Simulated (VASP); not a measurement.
# TaTe (Pm-3m) in VASP: further runs, part 2 of 2

VASP 6.6.1. Earlier steps stand in the parts before.

**6. Single point, PBE+D3(BJ)**

Contents of INCAR:

```
SYSTEM = TaTe
PREC = Accurate
ENCUT = 520
EDIFF = 1E-7
ISMEAR = -1
SIGMA = 0.05
LREAL = .False.
LASPH = .True.
NELM = 80
ALGO = Normal
ISIF = 2
LWAVE = .False.
LCHARG = .True.
GGA = PE
IVDW = 12
LELF = .True.
LVHAR = .True.
NBANDS = 16
```

Contents of KPOINTS:

```
regular mesh
0
Gamma
  8 8 8
  0 0 0
```

Contents of POSCAR:

```
TaTe
1.0
    3.4200900000      0.0000000000      0.0000000000
    0.0000000000      3.4200900000      0.0000000000
    0.0000000000      0.0000000000      3.4200900000
Ta Te
1 1
Direct
    0.5000000000      0.5000000000      0.5000000000
    0.0000000000      0.0000000000      0.0000000000
```

Potentials or basis: VASP PAW PBE potentials, release 64 (Ta_pv, Te).

The run is started by

```console
$ cat potpaw_PBE.64/Ta_pv/POTCAR potpaw_PBE.64/Te/POTCAR > POTCAR
$ mpirun -np 1 vasp_std > vasp.out
```

OUTCAR:

```text
SYSTEM = TaTe
   PREC = Accurate
   ENCUT = 520
   EDIFF = 1E-7
   ISMEAR = -1
   LREAL = .False.
   LASPH = .True.
   NELM = 80
   ISIF = 2
   GGA = PE
   IVDW = 12
 IVDW          = 12

 ion  position               nearest neighbor table
   1  0.500  0.500  0.500-   2 2.96   2 2.96   2 2.96   2 2.96   2 2.96   2 2.96   2 2.96   2 2.96

   2  0.000  0.000  0.000-   1 2.96   1 2.96   1 2.96   1 2.96   1 2.96   1 2.96   1 2.96   1 2.96

  LATTYP: Found a simple cubic cell.
 ALAT       =     3.4200900000

  Lattice vectors:

 A1 = (   3.4200900000,   0.0000000000,   0.0000000000)
 A2 = (   0.0000000000,   3.4200900000,   0.0000000000)
 A3 = (   0.0000000000,   0.0000000000,   3.4200900000)

Analysis of symmetry for initial positions (statically):
=====================================================================
 Subroutine PRICEL returns:
 Original cell was already a primitive cell.

 Routine SETGRP: Setting up the symmetry group for a
 simple cubic supercell.

 Subroutine GETGRP returns: Found 48 space group operations
 (whereof 48 operations were pure point group operations)
 out of a pool of 48 trial point group operations.

The static configuration has the point symmetry O_h .

Analysis of symmetry for dynamics (positions and initial velocities):
=====================================================================
 Subroutine PRICEL returns:
 Original cell was already a primitive cell.

 Routine SETGRP: Setting up the symmetry group for a
 simple cubic supercell.

 Subroutine GETGRP returns: Found 48 space group operations
 (whereof 48 operations were pure point group operations)
 out of a pool of 48 trial point group operations.

The dynamic configuration has the point symmetry O_h .

 Subroutine INISYM returns: Found 48 space group operations
 (whereof 48 operations are pure point group operations),
 and found     1 'primitive' translations

----------------------------------------------------------------------------------------

                                     Primitive cell

  volume of cell :      40.0048

  direct lattice vectors                    reciprocal lattice vectors
     3.420090000  0.000000000  0.000000000     0.292389966  0.000000000  0.000000000
     0.000000000  3.420090000  0.000000000     0.000000000  0.292389966  0.000000000
     0.000000000  0.000000000  3.420090000     0.000000000  0.000000000  0.292389966

  length of vectors
     3.420090000  3.420090000  3.420090000     0.292389966  0.292389966  0.292389966

  position of ions in fractional coordinates (direct lattice)
     0.500000000  0.500000000  0.500000000
     0.000000000  0.000000000  0.000000000

  ion indices of the primitive-cell ions
   primitive index   ion index
                 1           1
                 2           2

----------------------------------------------------------------------------------------

 KPOINTS: regular mesh

Automatic generation of k-mesh.
 Grid dimensions read from file:
 generate k-points for:    8    8    8

 Generating k-lattice:

  Cartesian coordinates                     Fractional coordinates (reciprocal lattice)
     0.036548746  0.000000000  0.000000000     0.125000000  0.000000000  0.000000000
     0.000000000  0.036548746  0.000000000     0.000000000  0.125000000  0.000000000
     0.000000000  0.000000000  0.036548746     0.000000000  0.000000000  0.125000000

  Length of vectors
     0.036548746  0.036548746  0.036548746

  Shift w.r.t. Gamma in fractional coordinates (k-lattice)
     0.000000000  0.000000000  0.000000000

 Subroutine IBZKPT returns following result:
 ===========================================

 Found     35 irreducible k-points:

 Following reciprocal coordinates:
            Coordinates               Weight
  0.000000  0.000000  0.000000      1.000000
  0.125000  0.000000  0.000000      6.000000
  0.250000  0.000000  0.000000      6.000000
  0.375000  0.000000  0.000000      6.000000
  0.500000  0.000000  0.000000      3.000000
  0.125000  0.125000  0.000000     12.000000
[... 16 lines left out ...]
  0.375000  0.375000  0.125000     24.000000
  0.500000  0.375000  0.125000     24.000000
 [... further k-points ...]
   k-points           NKPTS =     35   k-points in BZ     NKDIM =     35   number of bands    NBANDS=     16
   number of dos      NEDOS =    301   number of ions     NIONS =      2
   total plane-waves  NPLWV =  21952
   dimension x,y,z NGX =    28 NGY =   28 NGZ =   28
   dimension x,y,z NGXF=    56 NGYF=   56 NGZF=   56
   ions per type =               1   1
   NGX,Y,Z   is equivalent  to a cutoff of  13.61, 13.61, 13.61 a.u.
   NGXF,Y,Z  is equivalent  to a cutoff of  27.22, 27.22, 27.22 a.u.
 SYSTEM =  TaTe
   PREC   = accura    normal or accurate (medium, high low for compatibility)
   ISTART =      0    job   : 0-new  1-cont  2-samecut
   ICHARG =      2    charge: 1-file 2-atom 10-const
   ISPIN  =      1    spin polarized calculation?
   LNONCOLLINEAR =      F non collinear calculations
   LSORBIT =      F    spin-orbit coupling
   LASPH  =      T    aspherical Exc in radial PAW
   ENCUT  =  520.0 eV  38.22 Ry    6.18 a.u.   6.36  6.36  6.36*2*pi/ulx,y,z
   NELM   =     80;   NELMIN=  2; NELMDL= -5     # of ELM steps
   EDIFF  = 0.1E-06   stopping-criterion for ELM
   LREAL  =      F    real-space projection
   EDIFFG = 0.1E-05   stopping-criterion for IOM
   NSW    =      0    number of steps for IOM
   IBRION =     -1    ionic relax: 0-MD 1-quasi-New 2-CG
   NFREE  =      0    steps in history (QN), initial steepest desc. (CG)
   ISIF   =      2    stress and relaxation
   ISYM   =      2    0-nonsym 1-usesym 2-fastsym
   POTIM  = 0.5000    time-step for ionic-motion
   TEBEG  =    0.0;   TEEND  =   0.0 temperature during run
   PSTRESS=    0.0 pullay stress
   NELECT =      17.0000    total number of electrons
   NUPDOWN=      -1.0000    fix difference up-down
   EMIN   =  10.00;   EMAX   =-10.00  energy-range for DOS
   EFERMI =   0.00;   METHOD = LEGACY
   ISMEAR =    -1;   SIGMA  =   0.05  broadening in eV -4-tet -1-fermi 0-gaus
   EFERMI_NEDOS =   21; number of points for ismear=-14 and -15
   IALGO  =     38    algorithm
   IMIX   =      4    mixing-type and parameters
     AMIX     =   0.40;   BMIX     =  1.00
     AMIX_MAG =   1.60;   BMIX_MAG =  1.00
  volume/ion in A,a.u.               =      20.00       134.98
  Fermi-wavevector in a.u.,A,eV,Ry     =   1.230798  2.325872 20.610987  1.514865
  Thomas-Fermi vector in A             =   2.365633
   LORBIT       =      0    0 simple, 1 ext, 2 COOP (PROOUT), +10 PAW based schemes
   GGA     = PE    functional components
   LHFCALC =     F    Hartree Fock is set to
   AEXX    =    0.0000 exact exchange contribution
   IVDW    =    12    specifies the selected vdW correction
   LEPSILON=     F    determine dielectric tensor
   LRPA    =     F    only Hartree local field effects (RPA)
 non-spin polarized calculation
  energy-cutoff  :      520.00
  volume of cell :       40.00
 maximum number of plane-waves:      1108
 NGX is ok and might be reduce to    28
   NGX = 13   NGY = 13   NGZ = 13

 number of electron      17.0000005 magnetization

 Free energy of the ion-electron system (eV)
  ---------------------------------------------------
  ext. energy  EPLUGINS =         0.00000000
  ---------------------------------------------------
  free energy    TOTEN  =       -14.53901255 eV

  energy without entropy =      -14.51086598  energy(sigma->0) =      -14.52493927

 E-fermi :   9.7229     XC(G=0): -11.9003

 val. band max:        9.6985031713   @ k =   0.5000   0.3750   0.2500
 cond. band min:       9.7260041137   @ k =   0.3750   0.3750   0.2500
 fundamental gap:      0.0275009424
 Fermi energy:         9.7229033682

 k-point     1 :       0.0000    0.0000    0.0000
  band No.  band energies     occupation
      1     -25.2362      2.00000
      2     -25.2362      2.00000
      3     -25.2362      2.00000
      4      -5.1525      2.00000
      5       6.9033      2.00000
      6       6.9033      2.00000
[... 8 lines left out ...]
     15      18.2215      0.00000
     16      22.0736      0.00000
[... 419 lines left out ...]
 k-point    24 :       0.5000    0.3750    0.1250
  band No.  band energies     occupation
      1     -25.3674      2.00000
      2     -25.3430      2.00000
      3     -25.2311      2.00000
      4      -2.5050      2.00000
      5       3.1593      2.00000
      6       4.0617      2.00000
[... 8 lines left out ...]
     15      18.0438      0.00000
     16      20.2563      0.00000

 [... further k-points ...]

------------------------ aborting loop because EDIFF is reached ----------------------------------------

 Edisp (eV)   -1.31848

 E8    (eV) :    -0.6408

  FORCE on cell =-STRESS in cart. coord.  units (eV):
  Direction    XX          YY          ZZ          XY          YZ          ZX
  --------------------------------------------------------------------------------------
  -------------------------------------------------------------------------------------
  Total      -1.34567    -1.34567    -1.34567    -0.00000    -0.00000     0.00000
  in kB     -53.89334   -53.89334   -53.89334    -0.00000    -0.00000     0.00000
  external pressure =      -53.89 kB  Pullay stress =        0.00 kB

 VOLUME and BASIS-vectors are now :
 -----------------------------------------------------------------------------
  energy-cutoff  :      520.00
  volume of cell :       40.00
      direct lattice vectors                 reciprocal lattice vectors
     3.420090000  0.000000000  0.000000000     0.292389966  0.000000000  0.000000000
     0.000000000  3.420090000  0.000000000     0.000000000  0.292389966  0.000000000
     0.000000000  0.000000000  3.420090000     0.000000000  0.000000000  0.292389966

 POSITION                                       TOTAL-FORCE (eV/Angst)
 -----------------------------------------------------------------------------------
      1.71005      1.71005      1.71005         0.000000      0.000000      0.000000
      0.00000      0.00000      0.00000         0.000000      0.000000      0.000000
 -----------------------------------------------------------------------------------
    total drift:                                0.000000      0.000000      0.000000

  FREE ENERGIE OF THE ION-ELECTRON SYSTEM (eV)
  ---------------------------------------------------
  free  energy   TOTEN  =       -15.8574955521 eV

  energy  without entropy=      -15.8293489846  energy(sigma->0) =      -15.84342227
```

Run time: 41 s. Hardware: 1 thread of Intel Xeon Platinum 8175M at 2.50GHz (Skylake/Cascade Lake), shared host; peak memory 0.18 GiB.

Results:

```
Free energy                : -15.8575 eV
Pressure                   : -5.4 GPa
Dispersion energy per atom : -0.659 eV
```

Caveat: three body term missing; spin-orbit coupling is left out, which moves the levels of the heavy elements; pairwise dispersion overbinds metals, which lowers pressure and volume.

**7. Overview**

| level | spin | cell | gap on the mesh (eV) | pressure (GPa) |
| --- | --- | --- | --- | --- |
| PBE | non-collinear, zero start, SOC | a = 3.420 Å, 2 atoms | - | 0.4 |
| PBE+D3(BJ) | off | a = 3.378 Å, 2 atoms | none | 0.0 |
| PBE+D3(BJ) | off | a = 3.385 Å, 2 atoms | none | -1.0 |
| PBE | off | a = 3.421 Å, 2 atoms | none | 0.0 |
| PBE+D3(BJ) | off | a = 3.420 Å, 2 atoms | none | -5.4 |

Alike in all rows: task single point; potentials or basis VASP PAW PBE potentials, release 64 (Ta_pv, Te); k mesh 8 × 8 × 8; cutoff (eV) 520; smearing fermi-dirac 0.05 eV.

The pressure there spans -5.4 GPa (PBE+D3(BJ)) to 0.4 GPa (PBE); a positive pressure means that this level wants a larger cell, a negative one a smaller.

Caveats: spin-orbit coupling is left out, which moves the levels of the heavy elements (some runs); pairwise dispersion overbinds metals, which lowers pressure and volume (some runs); three body term missing (some runs).

Total energies depend on the potentials used, so only differences within one code and one set of settings carry meaning.
